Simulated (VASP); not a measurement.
Write the native input for VASP 6.6.1 that does the following.

```
Task                   : single point
Functional             : LDA
Potentials or basis    : VASP PAW LDA potentials, release 64 (In_d, Sb)
Cutoff                 : 520 eV
k mesh                 : 16 × 16 × 16
Occupations            : fermi-dirac, width 0.15 eV
Spin                   : no spin polarisation
Dipole correction      : no
Further INCAR settings : ALGO = Normal; EDIFF = 1e-06; NBANDS = 16
```

The structure of InSb (k07) lies in POSCAR:

```
InSb
1.0
    0.0000000000      3.2255620357      3.2255620357
    3.2255620357      0.0000000000      3.2255620357
    3.2255620357      3.2255620357      0.0000000000
In Sb
1 1
Direct
    0.0000000000      0.0000000000      0.0000000000
    0.7500000000      0.7500000000      0.7500000000
```

These files were run (other wordings do the same):

INCAR

```
PREC = Accurate
ENCUT = 520
EDIFF = 1E-6
ISMEAR = -1
SIGMA = 0.15
LREAL = F
LASPH = T
NELM = 80
ALGO = Normal
ISIF = 2
LWAVE = F
LCHARG = F
NBANDS = 16
```

KPOINTS

```
regular mesh
0
Gamma
  16 16 16
```

Potentials or basis: VASP PAW LDA potentials, release 64 (In_d, Sb).

Launch:

```sh
$ cat potpaw_LDA.64/In_d/POTCAR potpaw_LDA.64/Sb/POTCAR > POTCAR
$ mpirun -np 1 vasp_std > vasp.out
```

Results of the run:

The pressure is 0.1 GPa. The band gap on the k mesh is zero (filled and empty bands touch).

Caveat: spin-orbit coupling is left out, which moves the levels of the heavy elements.

Wall time 88 s on 1 thread of Intel(R) Xeon(R) Platinum 8375C CPU @ 2.90GHz (Ice Lake), on a shared host, peak memory 0.29 GiB.
